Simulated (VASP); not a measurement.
# YFeC4N4 (P-43m) in VASP: notebook

Runs on YFeC4N4. Level: PBE. Tasks: single point.

Everything below comes from runs of VASP 6.6.1. Logs are shortened: lines on timing, memory, paths and dates and some standing lists are left out, and cuts for length are marked.

## 1. The cell of the first run

It takes space group P-43m (No. 215, cubic). Conventional cell: a = 6.141 Å, b = 6.141 Å, c = 6.141 Å, α = 90.00°, β = 90.00°, γ = 90.00°. Y (site symmetry -43m) has 4 N at 2.21 Å within 2.9 Å. Within 2.6 Å of Fe (site symmetry -43m) lie 4 C at 1.94 Å. C (site symmetry 3m) has 1 N at 1.17 Å within 1.6 Å. N (site symmetry 3m) has 1 C at 1.17 Å within 1.6 Å.

## 2. Single point, PBE, collinear spin, ferromagnetic start

Input file INCAR:

```
  PREC = Accurate
  ENCUT = 520
  EDIFF = 1E-6
  ISMEAR = 0
  SIGMA = 0.1
  LREAL = F
  LASPH = T
  NELM = 150
  ALGO = Normal
  ISIF = 2
  LWAVE = F
  LCHARG = F
  ISPIN = 2
  MAGMOM = 0 4 0 0 0 0 0 0 0 0
  LORBIT = 11
  LMAXMIX = 4
  GGA = PE
  NBANDS = 42
```

Input file KPOINTS:

```
regular mesh
0
Gamma
  4 4 4
```

Input file POSCAR:

```
YFeC4N4
1.0
    6.1406974600      0.0000000000      0.0000000000
    0.0000000000      6.1406974600      0.0000000000
    0.0000000000      0.0000000000      6.1406974600
Y Fe C N
1 1 4 4
Direct
    0.5000000000      0.5000000000      0.5000000000
    0.0000000000      0.0000000000      0.0000000000
    0.1822113600      0.1822113600      0.1822113600
    0.1822113600      0.8177886400      0.8177886400
    0.8177886400      0.1822113600      0.8177886400
    0.8177886400      0.8177886400      0.1822113600
    0.2922151200      0.2922151200      0.2922151200
    0.2922151200      0.7077848800      0.7077848800
    0.7077848800      0.2922151200      0.7077848800
    0.7077848800      0.7077848800      0.2922151200
```

Potentials or basis: VASP PAW PBE potentials, release 64 (Y_sv, Fe, C, N).

On the command line:

```bash
> cat potpaw_PBE.64/Y_sv/POTCAR potpaw_PBE.64/Fe/POTCAR potpaw_PBE.64/C/POTCAR potpaw_PBE.64/N/POTCAR > POTCAR
> mpirun -np 1 vasp_std > vasp.out
```

OUTCAR:

```text
PREC = Accurate
   ENCUT = 520
   EDIFF = 1E-6
   ISMEAR = 0
   LREAL = F
   LASPH = T
   NELM = 150
   ISIF = 2
   ISPIN = 2
   LORBIT = 11
   GGA = PE

 ion  position               nearest neighbor table
   1  0.500  0.500  0.500-   7 2.21   8 2.21   9 2.21  10 2.21
   2  0.000  0.000  0.000-   3 1.94   4 1.94   5 1.94   6 1.94
   3  0.182  0.182  0.182-   7 1.17   2 1.94
   4  0.182  0.818  0.818-   8 1.17   2 1.94
   5  0.818  0.182  0.818-   9 1.17   2 1.94
   6  0.818  0.818  0.182-  10 1.17   2 1.94
   7  0.292  0.292  0.292-   3 1.17   1 2.21
   8  0.292  0.708  0.708-   4 1.17   1 2.21
   9  0.708  0.292  0.708-   5 1.17   1 2.21
  10  0.708  0.708  0.292-   6 1.17   1 2.21

  LATTYP: Found a simple cubic cell.
 ALAT       =     6.1406974600

  Lattice vectors:

 A1 = (   6.1406974600,   0.0000000000,   0.0000000000)
 A2 = (   0.0000000000,   6.1406974600,   0.0000000000)
 A3 = (   0.0000000000,   0.0000000000,   6.1406974600)

Analysis of symmetry for initial positions (statically):
=====================================================================
 Subroutine PRICEL returns:
 Original cell was already a primitive cell.

 Routine SETGRP: Setting up the symmetry group for a
 simple cubic supercell.

 Subroutine GETGRP returns: Found 24 space group operations
 (whereof 24 operations were pure point group operations)
 out of a pool of 48 trial point group operations.

The static configuration has the point symmetry T_d .

Analysis of symmetry for dynamics (positions and initial velocities):
=====================================================================
 Subroutine PRICEL returns:
 Original cell was already a primitive cell.

 Routine SETGRP: Setting up the symmetry group for a
 simple cubic supercell.

 Subroutine GETGRP returns: Found 24 space group operations
 (whereof 24 operations were pure point group operations)
 out of a pool of 48 trial point group operations.

The dynamic configuration has the point symmetry T_d .

Analysis of structural, dynamic, and magnetic symmetry:
=====================================================================
 Subroutine PRICEL returns:
 Original cell was already a primitive cell.

 Routine SETGRP: Setting up the symmetry group for a
 simple cubic supercell.

 Subroutine GETGRP returns: Found 24 space group operations
 (whereof 24 operations were pure point group operations)
 out of a pool of 48 trial point group operations.

The overall configuration has the point symmetry T_d .

 Subroutine INISYM returns: Found 24 space group operations
 (whereof 24 operations are pure point group operations),
 and found     1 'primitive' translations

----------------------------------------------------------------------------------------

                                     Primitive cell

  volume of cell :     231.5544

  direct lattice vectors                    reciprocal lattice vectors
     6.140697460  0.000000000  0.000000000     0.162847951  0.000000000  0.000000000
     0.000000000  6.140697460  0.000000000     0.000000000  0.162847951  0.000000000
     0.000000000  0.000000000  6.140697460     0.000000000  0.000000000  0.162847951

  length of vectors
     6.140697460  6.140697460  6.140697460     0.162847951  0.162847951  0.162847951

  position of ions in fractional coordinates (direct lattice)
     0.500000000  0.500000000  0.500000000
     0.000000000  0.000000000  0.000000000
     0.182211360  0.182211360  0.182211360
     0.182211360  0.817788640  0.817788640
     0.817788640  0.182211360  0.817788640
     0.817788640  0.817788640  0.182211360
     0.292215120  0.292215120  0.292215120
     0.292215120  0.707784880  0.707784880
     0.707784880  0.292215120  0.707784880
     0.707784880  0.707784880  0.292215120

  ion indices of the primitive-cell ions
   primitive index   ion index
                 1           1
                 2           2
                 3           3
[... 56 lines left out ...]
   ISTART =      0    job   : 0-new  1-cont  2-samecut
   ICHARG =      2    charge: 1-file 2-atom 10-const
   ISPIN  =      2    spin polarized calculation?
   LNONCOLLINEAR =      F non collinear calculations
   LSORBIT =      F    spin-orbit coupling
   LASPH  =      T    aspherical Exc in radial PAW
   ENCUT  =  520.0 eV  38.22 Ry    6.18 a.u.  11.42 11.42 11.42*2*pi/ulx,y,z
   NELM   =    150;   NELMIN=  2; NELMDL= -5     # of ELM steps
   EDIFF  = 0.1E-05   stopping-criterion for ELM
   LREAL  =      F    real-space projection
   EDIFFG = 0.1E-04   stopping-criterion for IOM
   NSW    =      0    number of steps for IOM
   IBRION =     -1    ionic relax: 0-MD 1-quasi-New 2-CG
   NFREE  =      0    steps in history (QN), initial steepest desc. (CG)
   ISIF   =      2    stress and relaxation
   ISYM   =      2    0-nonsym 1-usesym 2-fastsym
   POTIM  = 0.5000    time-step for ionic-motion
   TEBEG  =    0.0;   TEEND  =   0.0 temperature during run
   PSTRESS=    0.0 pullay stress
   NELECT =      55.0000    total number of electrons
   NUPDOWN=      -1.0000    fix difference up-down
   EMIN   =  10.00;   EMAX   =-10.00  energy-range for DOS
   EFERMI =   0.00;   METHOD = LEGACY
   ISMEAR =     0;   SIGMA  =   0.10  broadening in eV -4-tet -1-fermi 0-gaus
   EFERMI_NEDOS =   21; number of points for ismear=-14 and -15
   IALGO  =     38    algorithm
   IMIX   =      4    mixing-type and parameters
     AMIX     =   0.40;   BMIX     =  1.00
     AMIX_MAG =   1.60;   BMIX_MAG =  1.00
  volume/ion in A,a.u.               =      23.16       156.26
  Fermi-wavevector in a.u.,A,eV,Ry     =   1.013860  1.915918 13.985596  1.027912
  Thomas-Fermi vector in A             =   2.147054
   LORBIT       =     11    0 simple, 1 ext, 2 COOP (PROOUT), +10 PAW based schemes
   GGA     = PE    functional components
   LHFCALC =     F    Hartree Fock is set to
   AEXX    =    0.0000 exact exchange contribution
   IVDW    =     0    specifies the selected vdW correction
   LEPSILON=     F    determine dielectric tensor
   LRPA    =     F    only Hartree local field effects (RPA)
 spin polarized calculation
 Gauss-broadening in eV      SIGMA  =   0.10
  energy-cutoff  :      520.00
  volume of cell :      231.55
 maximum number of plane-waves:      6302
 NGX is ok and might be reduce to    48
   NGX = 23   NGY = 23   NGZ = 23

 number of electron      54.9999994 magnetization       2.9996020

 Free energy of the ion-electron system (eV)
  ---------------------------------------------------
  ext. energy  EPLUGINS =         0.00000000
  ---------------------------------------------------
  free energy    TOTEN  =       -85.21241608 eV

  energy without entropy =      -85.21241608  energy(sigma->0) =      -85.21241608

 E-fermi :  -0.2850     XC(G=0):  -6.8142

 val. band max:       -0.7022985113   @ k =   0.5000   0.0000   0.0000
 cond. band min:       0.1361697366   @ k =   0.5000   0.0000   0.0000
 fundamental gap:      0.8384682479
 Fermi energy:        -0.2850366564

 spin component 1

 k-point     1 :       0.0000    0.0000    0.0000
  band No.  band energies     occupation
      1     -43.4561      1.00000
      2     -23.6102      1.00000
      3     -23.6102      1.00000
      4     -23.6102      1.00000
      5     -18.8308      1.00000
      6     -18.6920      1.00000
[... 409 lines left out ...]
     38       4.4248      0.00000
     39       4.4248      0.00000
 Fermi energy:        -0.2850366564

 spin component 2

 k-point     1 :       0.0000    0.0000    0.0000
  band No.  band energies     occupation
      1     -43.4510      1.00000
      2     -23.6017      1.00000
      3     -23.6017      1.00000
      4     -23.6017      1.00000
      5     -18.7656      1.00000
      6     -18.6291      1.00000
[... 409 lines left out ...]
     38       4.8103      0.00000
     39       4.8103      0.00000
 [bands above 39 left out]

------------------------ aborting loop because EDIFF is reached ----------------------------------------

  FORCE on cell =-STRESS in cart. coord.  units (eV):
  Direction    XX          YY          ZZ          XY          YZ          ZX
  --------------------------------------------------------------------------------------
  -------------------------------------------------------------------------------------
  Total        3.1920850      3.1920850      3.1920850      0.0000000      0.0000000     -0.0000000
  in kB       22.0867559     22.0867559     22.0867559      0.0000000      0.0000000     -0.0000000
  external PRESSURE =      22.0867559 kB  Pullay stress =       0.0000000 kB

 VOLUME and BASIS-vectors are now :
 -----------------------------------------------------------------------------
  energy-cutoff  :      520.00
  volume of cell :      231.55
      direct lattice vectors                 reciprocal lattice vectors
     6.140697460  0.000000000  0.000000000     0.162847951  0.000000000  0.000000000
     0.000000000  6.140697460  0.000000000     0.000000000  0.162847951  0.000000000
     0.000000000  0.000000000  6.140697460     0.000000000  0.000000000  0.162847951

 POSITION                                       TOTAL-FORCE (eV/Angst)
 -----------------------------------------------------------------------------------
      3.07035      3.07035      3.07035         0.000000     -0.000000     -0.000000
      0.00000      0.00000      0.00000         0.000000     -0.000000     -0.000000
      1.11890      1.11890      1.11890        -1.218111     -1.218111     -1.218111
      1.11890      5.02179      5.02179        -1.218111      1.218111      1.218111
      5.02179      1.11890      5.02179         1.218111     -1.218111      1.218111
      5.02179      5.02179      1.11890         1.218111      1.218111     -1.218111
      1.79440      1.79440      1.79440         0.826670      0.826670      0.826670
      1.79440      4.34629      4.34629         0.826670     -0.826670     -0.826670
      4.34629      1.79440      4.34629        -0.826670      0.826670     -0.826670
      4.34629      4.34629      1.79440        -0.826670     -0.826670      0.826670
 -----------------------------------------------------------------------------------
    total drift:                                0.000000      0.000000      0.000000

  FREE ENERGIE OF THE ION-ELECTRON SYSTEM (eV)
  ---------------------------------------------------
  free  energy   TOTEN  =       -85.2124160796 eV

  energy  without entropy=      -85.2124160795  energy(sigma->0) =      -85.21241608

 total charge

# of ion       s       p       d       f       tot
--------------------------------------------------
    1        2.199   6.449   0.996   0.112   9.757
    2        0.461   0.675   6.251   0.000   7.387
    3        0.971   1.599   0.000   0.000   2.571
    4        0.971   1.599   0.000   0.000   2.571
    5        0.971   1.599   0.000   0.000   2.571
    6        0.971   1.599   0.000   0.000   2.571
    7        1.304   2.645   0.000   0.000   3.949
    8        1.304   2.645   0.000   0.000   3.949
    9        1.304   2.645   0.000   0.000   3.949
   10        1.304   2.645   0.000   0.000   3.949
--------------------------------------------------
tot         11.762  24.102   7.247   0.112  43.224

 magnetization (x)

# of ion       s       p       d       f       tot
--------------------------------------------------
    1        0.000   0.003   0.009   0.001   0.014
    2        0.014   0.139   2.148   0.000   2.302
    3        0.001  -0.008   0.000   0.000  -0.007
    4        0.001  -0.008   0.000   0.000  -0.007
    5        0.001  -0.008   0.000   0.000  -0.007
    6        0.001  -0.008   0.000   0.000  -0.007
    7        0.003   0.047   0.000   0.000   0.050
    8        0.003   0.047   0.000   0.000   0.050
    9        0.003   0.047   0.000   0.000   0.050
   10        0.003   0.047   0.000   0.000   0.050
--------------------------------------------------
tot          0.031   0.299   2.157   0.001   2.488
```

Wall time 6.1 min (1 thread of Oxide Virtual Turin-like, shared host); peak memory 0.47 GiB.

What came out:

* Free energy: -85.2124 eV
* Pressure: 2.2 GPa
* Largest force: 2.110 eV/Å
* Band gap on the k mesh: 0.84 eV, direct
* Net moment: 3.00 μB per cell
* Site moments: Y +0.01; Fe +2.30; C -0.01; N +0.05 μB
* Valence electrons inside the program's atomic spheres: Y 9.76; Fe 7.39; C 2.57; N 3.95

Forces in eV/Å, atoms in the order of the input:
```
Y    0.000  0.000  0.000
Fe   0.000  0.000  0.000
C   -1.218 -1.218 -1.218
C   -1.218  1.218  1.218
C    1.218 -1.218  1.218
C    1.218  1.218 -1.218
N    0.827  0.827  0.827
N    0.827 -0.827 -0.827
N   -0.827  0.827 -0.827
N   -0.827 -0.827  0.827
```

Levels at points of the mesh, in eV from the valence-band top:
Spin up:
| k point | band 25 | band 26 | band 27 | band 28 | band 29 | band 30 | band 31 | band 32 | band 33 | band 34 |
| --- | --- | --- | --- | --- | --- | --- | --- | --- | --- | --- |
| (0.00, 0.00, 0.00) | -1.32 | -1.32 | -0.65 | -0.65 | -0.65 | 2.40 | 2.40 | 2.66 | 2.66 | 2.66 |
| (0.50, 0.00, 0.00) | -1.25 | -1.16 | -0.75 | -0.64 | -0.64 | 2.30 | 2.35 | 3.04 | 3.04 | 3.08 |
| (0.50, 0.50, 0.00) | -1.23 | -1.17 | -0.72 | -0.58 | -0.58 | 2.31 | 2.34 | 3.19 | 3.22 | 3.22 |
| (0.50, 0.50, 0.50) | -1.31 | -1.31 | -0.57 | -0.57 | -0.57 | 2.40 | 2.40 | 3.13 | 3.13 | 3.13 |
Spin down:
```
           k point  band 22  band 23  band 24  band 25  band 26  band 27  band 28  band 29  band 30  band 31
(0.00, 0.00, 0.00)    -3.99    -3.99    -3.99    -0.24    -0.23     1.00     1.00     1.00     2.64     2.64
(0.50, 0.00, 0.00)    -4.11    -3.99    -3.99    -0.13     0.00     0.84     1.16     1.17     2.38     2.93
(0.50, 0.50, 0.00)    -4.12    -4.01    -4.01    -0.11    -0.02     0.89     1.32     1.32     2.34     3.06
(0.50, 0.50, 0.50)    -3.90    -3.90    -3.90    -0.24    -0.23     1.27     1.27     1.27     2.65     2.65
```

Caveat: a cell with one magnetic atom can't hold antiferromagnetic order, which such compounds often take; forces of over 1 eV/Å act on the atoms, so gaps and moduli don't describe the material at rest. A k mesh can miss the band edges.

## 3. Single point, PBE, collinear spin, ferromagnetic start

This run uses another cell than the first one, of 23.22 Å³/atom, 1.003 times its volume.

Input file INCAR:

```
SYSTEM = YFeC4N4
  PREC = Accurate
  ENCUT = 520
  EDIFF = 1E-6
  ISMEAR = 0
  SIGMA = 0.1
  LREAL = .False.
  LASPH = .True.
  NELM = 150
  ALGO = Normal
  ISIF = 2
  LWAVE = .False.
  LCHARG = .True.
  ISPIN = 2
  MAGMOM = 0 4 0 0 0 0 0 0 0 0
  LORBIT = 11
  LMAXMIX = 4
  GGA = PE
  LELF = .True.
  LVHAR = .True.
  NBANDS = 42
```

Input file KPOINTS:

```
regular mesh
0
Gamma
  4 4 4
  0 0 0
```

Input file POSCAR:

```
YFeC4N4
1.0
    6.1464464954      0.0000000000      0.0000000000
    0.0000000000      6.1464464954      0.0000000000
    0.0000000000      0.0000000000      6.1464464954
Y Fe C N
1 1 4 4
Direct
    0.5000000000      0.5000000000      0.5000000000
    0.0000000000      0.0000000000      0.0000000000
    0.1784096838      0.1784096838      0.1784096838
    0.1784096838      0.8215903162      0.8215903162
    0.8215903162      0.1784096838      0.8215903162
    0.8215903162      0.8215903162      0.1784096838
    0.2896930038      0.2896930038      0.2896930038
    0.2896930038      0.7103069962      0.7103069962
    0.7103069962      0.2896930038      0.7103069962
    0.7103069962      0.7103069962      0.2896930038
```

Potentials or basis: VASP PAW PBE potentials, release 64 (Y_sv, Fe, C, N).

On the command line:

```bash
> cat potpaw_PBE.64/Y_sv/POTCAR potpaw_PBE.64/Fe/POTCAR potpaw_PBE.64/C/POTCAR potpaw_PBE.64/N/POTCAR > POTCAR
> mpirun -np 1 vasp_std > vasp.out
```

Run time: 6.5 min. Hardware: 1 thread of Oxide Virtual Turin-like, shared host; peak memory 0.47 GiB.

It converged, with:

```yaml
Free_energy: -85.3142 eV
Pressure: 0.4 GPa
Largest_force: 0.320 eV/Å
Band_gap_on_the_k_mesh: 0.89 eV, direct
Net_moment: 3.00 μB per cell
Site_moments: Y +0.02; Fe +2.19; C -0.01; N +0.06 μB
Valence_electrons_inside_the_program's_atomic_spheres: Y 9.63; Fe 7.53; C 2.55; N 3.92
```

Forces in eV/Å, atoms in the order of the input:
```
Y    0.000  0.000  0.000
Fe   0.000  0.000  0.000
C   -0.144 -0.144 -0.144
C   -0.144  0.144  0.144
C    0.144 -0.144  0.144
C    0.144  0.144 -0.144
N    0.185  0.185  0.185
N    0.185 -0.185 -0.185
N   -0.185  0.185 -0.185
N   -0.185 -0.185  0.185
```

Levels at points of the mesh, in eV from the valence-band top:
Spin up:
| k point | band 27 | band 28 | band 29 | band 30 | band 31 | band 32 |
| --- | --- | --- | --- | --- | --- | --- |
| (0.00, 0.00, 0.00) | -0.48 | -0.48 | -0.48 | 2.54 | 2.54 | 2.82 |
| (0.50, 0.00, 0.00) | -0.58 | -0.47 | -0.47 | 2.47 | 2.47 | 3.19 |
| (0.50, 0.50, 0.00) | -0.56 | -0.40 | -0.40 | 2.44 | 2.52 | 3.32 |
| (0.50, 0.50, 0.50) | -0.40 | -0.40 | -0.40 | 2.55 | 2.55 | 3.26 |
Spin down:
```csv
k point,band 23,band 24,band 25,band 26,band 27,band 28,band 29,band 30
"(0.00, 0.00, 0.00)",-3.69,-3.69,-0.24,-0.24,1.04,1.04,1.04,2.78
"(0.50, 0.00, 0.00)",-3.69,-3.69,-0.14,0.00,0.89,1.19,1.19,2.50
"(0.50, 0.50, 0.00)",-3.72,-3.72,-0.11,-0.02,0.92,1.35,1.35,2.47
"(0.50, 0.50, 0.50)",-3.58,-3.58,-0.24,-0.23,1.30,1.30,1.30,2.79
```

Caveat: a cell with one magnetic atom can't hold antiferromagnetic order, which such compounds often take.
